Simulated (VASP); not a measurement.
Write the native input for VASP 6.6.1 that does the following.

```
Task                   : single point
Functional             : LDA
Potentials or basis    : VASP PAW LDA potentials, release 64 (Ti_sv)
Cutoff                 : 520 eV
k mesh                 : 15 × 15 × 8
Occupations            : fermi-dirac, width 0.05 eV
Spin                   : no spin polarisation
Dipole correction      : no
Further INCAR settings : ALGO = Normal; EDIFF = 1e-06; NBANDS = 19
```

The structure of Ti lies in POSCAR:

```
Ti
1.0
    2.8657848260      0.0000000000      0.0000000000
   -1.4328924130      2.4818424611      0.0000000000
    0.0000000000      0.0000000000      4.5295837646
Ti
2
Direct
    0.3333333333      0.6666666667      0.2500000000
    0.6666666667      0.3333333333      0.7500000000
```

These files were run (other wordings do the same):

INCAR

```
  PREC = Accurate
  ENCUT = 520
  EDIFF = 1E-6
  ISMEAR = -1
  SIGMA = 0.05
  LREAL = False
  LASPH = True
  NELM = 60
  ALGO = Normal
  ISIF = 2
  LWAVE = False
  LCHARG = False
  NBANDS = 19
```

KPOINTS

```
Automatic mesh
0
Gamma
  15 15 8
```

Potentials or basis: VASP PAW LDA potentials, release 64 (Ti_sv).

Run with:

```console
$ cat potpaw_LDA.64/Ti_sv/POTCAR > POTCAR
$ mpirun -np 1 vasp_std > vasp.out
```

Results of the run:

```json
{"Pressure": "-0.1 GPa", "Band gap on the k mesh": "zero (bands 12 and 13 overlap by 1.07 eV)"}
```

Run time: 74 s on 1 thread of Intel Xeon 8259CL (shared host), peak memory 0.18 GiB.
